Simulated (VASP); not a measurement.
Zn:

```xyz
1
Lattice="-1.4931 1.4931 1.4931 1.4931 -1.4931 1.4931 1.4931 1.4931 -1.4931" Properties=species:S:1:pos:R:3 pbc="T T T"
Zn    0.0000    0.0000    0.0000
```

* Program: VASP 6.6.1
* Task: relaxation of cell and atoms
* Functional: PBE
* Potentials or basis: VASP PAW PBE potentials, release 64 (Zn)
* Cutoff: 600 eV
* k mesh: 17 × 17 × 17
* Occupations: fermi-dirac, width 0.05 eV
* Spin: no spin polarisation

At the start: pressure 13.8 GPa; volume 13.32 Å³/atom.

Task: How do energy, volume and symmetry change on relaxing?

Result: Over 5 steps the energy falls by 77.8 meV/atom and the volume is 15.44 Å³/atom (+15.9 %); space group Im-3m (No. 229, to 0.05 Å).

The path:
```
step  energy change (eV)  largest force (eV/Å)  pressure (GPa)  volume (Å³)
   1              0.0000                0.0000           13.80        13.32
   2             -0.0772                0.0000           -0.87        15.65
   3             -0.0778                0.0000            0.11        15.41
   4             -0.0778                0.0000           -0.09        15.46
   5             -0.0778                0.0000           -0.01        15.44
```

Final structure:
```
CELL_PARAMETERS angstrom
-1.56853 1.56853 1.56853
1.56853 -1.56853 1.56853
1.56853 1.56853 -1.56853
ATOMIC_POSITIONS crystal
Zn 0.00000 0.00000 0.00000
```

Caveat: the volume moved by over 15 % at a fixed basis, so the end points are rough.
